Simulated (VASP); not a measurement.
Ni: single point with PBE

Ni:

```xyz
1
Lattice="0.0000 1.7591 1.7591 1.7591 0.0000 1.7591 1.7591 1.7591 0.0000" Properties=species:S:1:pos:R:3 pbc="T T T"
Ni    0.0000    0.0000    0.0000
```

| Quantity | Value |
| --- | --- |
| Program | VASP 6.6.1 |
| Task | single point |
| Functional | PBE |
| Potentials or basis | VASP PAW PBE potentials, release 64 (Ni) |
| Cutoff | 520 eV |
| k mesh | 24 × 24 × 24 |
| Occupations | gaussian, width 0.15 eV |
| Spin | collinear spin, ferromagnetic start |
| Starting moments | [0.625] μB |
| Fixed moment | 0.625 μB |

| Quantity | Value |
| --- | --- |
| Pressure | 0.2 GPa |
| Net moment | 0.63 μB per cell |
| Site moments | Ni +0.64 μB |
| Valence electrons inside the program's atomic spheres | Ni 9.31 |

It took 56 s on 1 thread of Intel(R) Xeon(R) 6975P-C (Granite Rapids), on a shared host, peak memory 0.21 GiB.

Caveat: the total moment is fixed, so each spin has its own Fermi level.
